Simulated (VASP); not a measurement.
Runs of VASP 6.6.1 on HgTe. The structure is that of space group Fm-3m (No. 225), or close to it. The cells are those of the table. 

| task | cell | cutoff (eV) | gap on the mesh (eV) | pressure (GPa) |
| --- | --- | --- | --- | --- |
| single point | a = 4.352 Å, angles 60.0°, 2 atoms | 520 | none | -1.3 |
| relaxation of cell and atoms | relaxed from a = 4.309 Å, angles 60.0°, 2 atoms | 600 | none | 0.0 |
| single point | a = 4.394 Å, angles 60.0°, 2 atoms | 520 | none | (a) |
| single point | a = 4.309 Å, angles 60.0°, 2 atoms | 520 | none | 0.1 |
| single point | a = 4.221 Å, angles 60.0°, 2 atoms | 520 | none | 4.1 |

Alike in all rows: level r2SCAN; potentials or basis VASP PAW PBE potentials, release 64 (Hg, Te); no spin polarisation; k mesh 12 × 12 × 12; smearing gaussian 0.1 eV.

Problem. Estimate the missing entries.

Solution. (a) -2.5.

Caveats: the PAW data sets were made with another functional, which shifts forces and pressure a little; spin-orbit coupling is left out, which moves the levels of the heavy elements.

A k mesh can miss the band edges, and the runs leave out spin-orbit coupling on Hg, Te.

A gap of «none» marks levels without a gap at the run's occupations.
